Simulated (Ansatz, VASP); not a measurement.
## Li2O: VASP beside Ansatz

```
Li O
1.0
     0.00000    2.32685    2.32685
     2.32685    0.00000    2.32685
     2.32685    2.32685    0.00000
Li O
2 1
Direct
  0.75000 0.75000 0.75000
  0.25000 0.25000 0.25000
  0.00000 0.00000 0.00000
```

Alike in both runs: task single point; functional PBE; k mesh 4 × 4 × 4; no spin polarisation.

```csv
,VASP,Ansatz
version,VASP 6.6.1,Ansatz 0.2.0
potentials or method,"VASP PAW PBE potentials, release 64 (Li_sv, O), cutoff 750 eV","scalar-relativistic, plane waves, PAW"
occupations,tetrahedron,tetrahedron-uncorrected
valence electrons in the cell,12,12
```

VASP gave:

```
gap on the k mesh at the Fermi level (eV) : 4.93
least direct gap on the mesh (eV)         : 5.10
pressure (GPa)                            : -1.7
```

**Question.** What did Ansatz give for the same quantities?

**Answer.** gap on the k mesh at the Fermi level (eV): 4.95; least direct gap on the mesh (eV): 5.10; pressure (GPa): -1.4.

Ansatz's warnings: band table not solved further.

The k mesh is coarse, so the values compare programs but aren't converged.
